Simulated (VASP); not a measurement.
# Sc6Sb2H in VASP: single point with r2SCAN

Aim: the single point of Sc6Sb2H with r2SCAN.

Program: VASP 6.6.1. These are calculated values, not measurements. Logs are shortened: lines on timing, memory, paths and dates and some standing lists are left out, and cuts for length are marked.

### 1 The cell of the first run

The typed cell holds 9 atoms: a = 7.625 Å, b = 7.625 Å, c = 3.957 Å, α = 90.00°, β = 90.00°, γ = 60.00°.

### 2 Single point, r2SCAN

POSCAR reads:

```
Sc6Sb2H
1.0
    3.8127480000      6.6038690000      0.0000000000
   -3.8127480000      6.6038690000      0.0000000000
    0.0000000000      0.0000000000      3.9569760000
Sc Sb H
6 2 1
Direct
    0.2340000000      0.7660000000      0.0000000000
    0.7660000000      0.0000000000      0.0000000000
    0.0000000000      0.2340000000      0.0000000000
    0.6050000000      0.3950000000      0.5000000000
    0.3950000000      0.0000000000      0.5000000000
    0.0000000000      0.6050000000      0.5000000000
    0.3333000000      0.3334000000      0.0000000000
    0.6667000000      0.6666000000      0.0000000000
    0.0000000000      0.0000000000      0.5000000000
```

INCAR.step1 reads:

```
SYSTEM = Sc6Sb2H
PREC = Accurate ; ENCUT = 520
ISMEAR = -1 ; SIGMA = 0.024
LREAL = .FALSE. ; LASPH = .TRUE.
NELM = 80 ; NBANDS = 48
ISYM = 0 ; GGA = PE
ALGO = Normal ; EDIFF = 1E-4
LWAVE = .TRUE. ; LCHARG = .FALSE.
```

INCAR.step2 reads:

```
SYSTEM = Sc6Sb2H
PREC = Accurate ; ENCUT = 520
EDIFF = 1E-7 ; ISMEAR = -1
SIGMA = 0.024 ; LREAL = .FALSE.
LASPH = .TRUE. ; NELM = 80
ALGO = Normal ; ISIF = 2
LWAVE = .FALSE. ; LCHARG = .TRUE.
METAGGA = R2SCAN ; LMIXTAU = .TRUE.
LELF = .TRUE. ; LVHAR = .TRUE.
NBANDS = 48 ; ISYM = 0
ISTART = 1
```

KPOINTS reads:

```
Automatic mesh
0
G
  3 3 5
  0 0 0
```

Potentials or basis: VASP PAW PBE potentials, release 64 (Sc_sv, Sb, H).

Command:

```sh
cat potpaw_PBE.64/Sc_sv/POTCAR potpaw_PBE.64/Sb/POTCAR potpaw_PBE.64/H/POTCAR > POTCAR
cp INCAR.step1 INCAR
mpirun -np 1 vasp_std > vasp.out
cp INCAR.step2 INCAR
mpirun -np 1 vasp_std > vasp.out
```

OUTCAR:

```text
SYSTEM = Sc6Sb2H
   PREC = Accurate
   ENCUT = 520
   EDIFF = 1E-7
   ISMEAR = -1
   LREAL = .FALSE.
   LASPH = .TRUE.
   NELM = 80
   ISIF = 2
   METAGGA = R2SCAN
   ISYM = 0
   ISTART = 1

 ion  position               nearest neighbor table
   1  0.234  0.766  0.000-   7 2.99   8 2.99   2 3.09   3 3.09   5 3.29   6 3.29   5 3.29   6 3.29

   2  0.766  0.000  0.000-   8 2.99   7 2.99   3 3.09   1 3.09   4 3.29   4 3.29   6 3.29   6 3.29

   3  0.000  0.234  0.000-   8 2.99   7 2.99   2 3.09   1 3.09   4 3.29   4 3.29   5 3.29   5 3.29

   4  0.605  0.395  0.500-   8 3.07   8 3.07   7 3.07   7 3.07   2 3.29   3 3.29   2 3.29   3 3.29

   5  0.395  0.000  0.500-   7 3.07   7 3.07   8 3.07   8 3.07   1 3.29   1 3.29   3 3.29   3 3.29

   6  0.000  0.605  0.500-   7 3.07   7 3.07   8 3.07   8 3.07   1 3.29   1 3.29   2 3.29   2 3.29

   7  0.333  0.333  0.000-   1 2.99   3 2.99   2 2.99   6 3.07   6 3.07   4 3.07   4 3.07   5 3.07
                             5 3.07
   8  0.667  0.667  0.000-   3 2.99   1 2.99   2 2.99   4 3.07   4 3.07   6 3.07   6 3.07   5 3.07
                             5 3.07
   9  0.000  0.000  0.500-

IMPORTANT INFORMATION: All symmetrisations will be switched off!
NOSYMM: (Re-)initialisation of all symmetry stuff for point group C_1.

----------------------------------------------------------------------------------------

                                     Primitive cell

  volume of cell :     199.2645

  direct lattice vectors                    reciprocal lattice vectors
     3.812748000  6.603869000  0.000000000     0.131139010  0.075713192  0.000000000
    -3.812748000  6.603869000  0.000000000    -0.131139010  0.075713192  0.000000000
     0.000000000  0.000000000  3.956976000     0.000000000  0.000000000  0.252718237

  length of vectors
     7.625492317  7.625492317  3.956976000     0.151426310  0.151426310  0.252718237

  position of ions in fractional coordinates (direct lattice)
     0.234000000  0.766000000  0.000000000
     0.766000000  0.000000000  0.000000000
     0.000000000  0.234000000  0.000000000
     0.605000000  0.395000000  0.500000000
     0.395000000  0.000000000  0.500000000
     0.000000000  0.605000000  0.500000000
     0.333300000  0.333400000  0.000000000
     0.666700000  0.666600000  0.000000000
     0.000000000  0.000000000  0.500000000

  ion indices of the primitive-cell ions
   primitive index   ion index
                 1           1
                 2           2
                 3           3
                 4           4
                 5           5
                 6           6
                 7           7
                 8           8
                 9           9

----------------------------------------------------------------------------------------

 KPOINTS: Automatic mesh

Automatic generation of k-mesh.
 Grid dimensions read from file:
 generate k-points for:    3    3    5

 Generating k-lattice:

  Cartesian coordinates                     Fractional coordinates (reciprocal lattice)
     0.043713003  0.025237731  0.000000000     0.333333333  0.000000000  0.000000000
    -0.043713003  0.025237731  0.000000000     0.000000000  0.333333333  0.000000000
     0.000000000  0.000000000  0.050543647     0.000000000  0.000000000  0.200000000

  Length of vectors
     0.050475437  0.050475437  0.050543647

  Shift w.r.t. Gamma in fractional coordinates (k-lattice)
     0.000000000  0.000000000  0.000000000

 Subroutine IBZKPT returns following result:
 ===========================================

 Found     23 irreducible k-points:

 Following reciprocal coordinates:
            Coordinates               Weight
  0.000000  0.000000  0.000000      1.000000
  0.333333  0.000000  0.000000      2.000000
  0.333333  0.333333  0.000000      2.000000
  0.000000  0.333333  0.000000      2.000000
 -0.333333  0.333333  0.000000      2.000000
  0.000000  0.000000  0.200000      2.000000
[... 15 lines left out ...]
 -0.333333  0.333333  0.400000      2.000000
  0.333333 -0.333333  0.400000      2.000000
   k-points           NKPTS =     23   k-points in BZ     NKDIM =     23   number of bands    NBANDS=     48
   number of dos      NEDOS =    301   number of ions     NIONS =      9
   total plane-waves  NPLWV = 108000
   dimension x,y,z NGX =    60 NGY =   60 NGZ =   30
   dimension x,y,z NGXF=   120 NGYF=  120 NGZF=   60
   ions per type =               6   2   1
   NGX,Y,Z   is equivalent  to a cutoff of  13.08, 13.08, 12.60 a.u.
   NGXF,Y,Z  is equivalent  to a cutoff of  26.16, 26.16, 25.21 a.u.
 SYSTEM =  Sc6Sb2H
   PREC   = accura    normal or accurate (medium, high low for compatibility)
   ISTART =      1    job   : 0-new  1-cont  2-samecut
   ICHARG =      0    charge: 1-file 2-atom 10-const
   ISPIN  =      1    spin polarized calculation?
   LNONCOLLINEAR =      F non collinear calculations
   LSORBIT =      F    spin-orbit coupling
   LASPH  =      T    aspherical Exc in radial PAW
   ENCUT  =  520.0 eV  38.22 Ry    6.18 a.u.  14.18 14.18  7.36*2*pi/ulx,y,z
   NELM   =     80;   NELMIN=  2; NELMDL=  0     # of ELM steps
   EDIFF  = 0.1E-06   stopping-criterion for ELM
   LREAL  =      F    real-space projection
   EDIFFG = 0.1E-05   stopping-criterion for IOM
   NSW    =      0    number of steps for IOM
   IBRION =     -1    ionic relax: 0-MD 1-quasi-New 2-CG
   NFREE  =      0    steps in history (QN), initial steepest desc. (CG)
   ISIF   =      2    stress and relaxation
   ISYM   =      0    0-nonsym 1-usesym 2-fastsym
   POTIM  = 0.5000    time-step for ionic-motion
   TEBEG  =    0.0;   TEEND  =   0.0 temperature during run
   PSTRESS=    0.0 pullay stress
   NELECT =      77.0000    total number of electrons
   NUPDOWN=      -1.0000    fix difference up-down
   EMIN   =  10.00;   EMAX   =-10.00  energy-range for DOS
   EFERMI =   0.00;   METHOD = LEGACY
   ISMEAR =    -1;   SIGMA  =   0.02  broadening in eV -4-tet -1-fermi 0-gaus
   EFERMI_NEDOS =   21; number of points for ismear=-14 and -15
   IALGO  =     38    algorithm
   IMIX   =      4    mixing-type and parameters
     AMIX     =   0.40;   BMIX     =  1.00
     AMIX_MAG =   1.60;   BMIX_MAG =  1.00
  volume/ion in A,a.u.               =      22.14       149.41
  Fermi-wavevector in a.u.,A,eV,Ry     =   1.192418  2.253343 19.345580  1.421860
  Thomas-Fermi vector in A             =   2.328456
   LORBIT       =      0    0 simple, 1 ext, 2 COOP (PROOUT), +10 PAW based schemes
   METAGGA = R2SCAN    functional components
   LHFCALC =     F    Hartree Fock is set to
   AEXX    =    0.0000 exact exchange contribution
   IVDW    =     0    specifies the selected vdW correction
   LEPSILON=     F    determine dielectric tensor
   LRPA    =     F    only Hartree local field effects (RPA)
 non-spin polarized calculation
  energy-cutoff  :      520.00
  volume of cell :      199.26
 maximum number of plane-waves:      5385
 NGX is ok and might be reduce to    60
   NGX = 29   NGY = 29   NGZ = 15

 number of electron      76.9999996 magnetization

 Free energy of the ion-electron system (eV)
  ---------------------------------------------------
  ext. energy  EPLUGINS =         0.00000000
  ---------------------------------------------------
  free energy    TOTEN  =      -126.78745301 eV

  energy without entropy =     -126.75864026  energy(sigma->0) =     -126.77304664

 E-fermi :   5.1587     XC(G=0): -10.7276

 val. band max:        5.1376149332   @ k =   0.0000   0.3333   0.4000
 cond. band min:       5.1620871850   @ k =  -0.3333  -0.0000   0.2000
 fundamental gap:      0.0244722517
 Fermi energy:         5.1587358465

 k-point     1 :       0.0000    0.0000    0.0000
  band No.  band energies     occupation
      1     -46.6879      2.00000
      2     -46.6826      2.00000
      3     -46.6823      2.00000
      4     -46.5318      2.00000
      5     -46.5051      2.00000
      6     -46.5050      2.00000
[... 40 lines left out ...]
     47       6.6759      0.00000
     48       7.1775      0.00000

 k-point     2 :       0.3333    0.0000    0.0000
  band No.  band energies     occupation
      1     -46.6863      2.00000
      2     -46.6835      2.00000
      3     -46.6828      2.00000
      4     -46.5330      2.00000
      5     -46.5048      2.00000
      6     -46.5043      2.00000
[... 40 lines left out ...]
     47       6.7886      0.00000
     48       7.1020      0.00000

 k-point     3 :       0.3333    0.3333    0.0000
  band No.  band energies     occupation
      1     -46.6863      2.00000
      2     -46.6835      2.00000
      3     -46.6828      2.00000
      4     -46.5330      2.00000
      5     -46.5048      2.00000
      6     -46.5043      2.00000
[... 40 lines left out ...]
     47       6.7886      0.00000
     48       7.0933      0.00000

 k-point     4 :       0.0000    0.3333    0.0000
  band No.  band energies     occupation
      1     -46.6863      2.00000
      2     -46.6835      2.00000
      3     -46.6828      2.00000
      4     -46.5330      2.00000
      5     -46.5049      2.00000
      6     -46.5042      2.00000
[... 907 lines left out ...]
     47       7.1821      0.00000
     48       7.6488      0.00000

 k-point    22 :      -0.3333    0.3333    0.4000
  band No.  band energies     occupation
      1     -46.6820      2.00000
      2     -46.6816      2.00000
      3     -46.6809      2.00000
      4     -46.5338      2.00000
      5     -46.5038      2.00000
      6     -46.5036      2.00000
[... 40 lines left out ...]
     47       7.2205      0.00000
     48       7.7237      0.00000

 k-point    23 :       0.3333   -0.3333    0.4000
  band No.  band energies     occupation
      1     -46.6820      2.00000
      2     -46.6816      2.00000
      3     -46.6809      2.00000
      4     -46.5338      2.00000
      5     -46.5038      2.00000
      6     -46.5036      2.00000
[... 40 lines left out ...]
     47       7.2205      0.00000
     48       7.7267      0.00000

------------------------ aborting loop because EDIFF is reached ----------------------------------------

  FORCE on cell =-STRESS in cart. coord.  units (eV):
  Direction    XX          YY          ZZ          XY          YZ          ZX
  --------------------------------------------------------------------------------------
  -------------------------------------------------------------------------------------
  Total        0.5264144      0.5248425     -7.0244958     -0.0014357      0.0000019      0.0000014
  in kB        4.2326113      4.2199723    -56.4801414     -0.0115435      0.0000154      0.0000110
  external PRESSURE =     -16.0091859 kB  Pullay stress =       0.0000000 kB

 VOLUME and BASIS-vectors are now :
 -----------------------------------------------------------------------------
  energy-cutoff  :      520.00
  volume of cell :      199.26
      direct lattice vectors                 reciprocal lattice vectors
     3.812748000  6.603869000  0.000000000     0.131139010  0.075713192  0.000000000
    -3.812748000  6.603869000  0.000000000    -0.131139010  0.075713192  0.000000000
     0.000000000  0.000000000  3.956976000     0.000000000  0.000000000  0.252718237

 POSITION                                       TOTAL-FORCE (eV/Angst)
 -----------------------------------------------------------------------------------
     -2.02838      6.60387      0.00000         0.748306      0.001043     -0.000000
      2.92056      5.05856      0.00000        -0.375040     -0.649615     -0.000000
     -0.89218      1.54531      0.00000        -0.373234      0.648597     -0.000000
      0.80068      6.60387      1.97849        -0.278060     -0.000515      0.000001
      1.50604      2.60853      1.97849         0.139497      0.241646     -0.000000
     -2.30671      3.99534      1.97849         0.138575     -0.241068     -0.000000
     -0.00038      4.40280      0.00000         0.002737     -0.001623     -0.000000
      0.00038      8.80494      0.00000        -0.002764      0.001541     -0.000000
      0.00000      0.00000      1.97849        -0.000016     -0.000007     -0.000000
 -----------------------------------------------------------------------------------
    total drift:                               -0.000012      0.000004      0.000001

  FREE ENERGIE OF THE ION-ELECTRON SYSTEM (eV)
  ---------------------------------------------------
  free  energy   TOTEN  =      -126.7874530090 eV

  energy  without entropy=     -126.7586402634  energy(sigma->0) =     -126.77304664
```

It took 25 min on 1 thread of Intel Xeon Platinum 8259CL at 2.50GHz (Skylake/Cascade Lake), shared host; peak memory 0.46 GiB.

Results:

```
Free energy            : -126.7875 eV
Pressure               : -1.6 GPa
Largest force          : 0.750 eV/Å
Band gap on the k mesh : zero (an odd number of electrons rules out a gap without spin polarisation)
```

Forces on the atoms (eV/Å):
```
Sc   0.748  0.001  0.000
Sc  -0.375 -0.650  0.000
Sc  -0.373  0.649  0.000
Sc  -0.278 -0.001  0.000
Sc   0.139  0.242  0.000
Sc   0.139 -0.241  0.000
Sb   0.003 -0.002  0.000
Sb  -0.003  0.002  0.000
H    0.000  0.000  0.000
```

Caveat: the stress differs along the axes, from -6 to 0 GPa; the PAW data sets were made with another functional, which shifts forces and pressure a little; spin-orbit coupling is left out, which moves the levels of the heavy elements.

The gap in the log of VASP goes by the Fermi energy; the results here count the filled bands.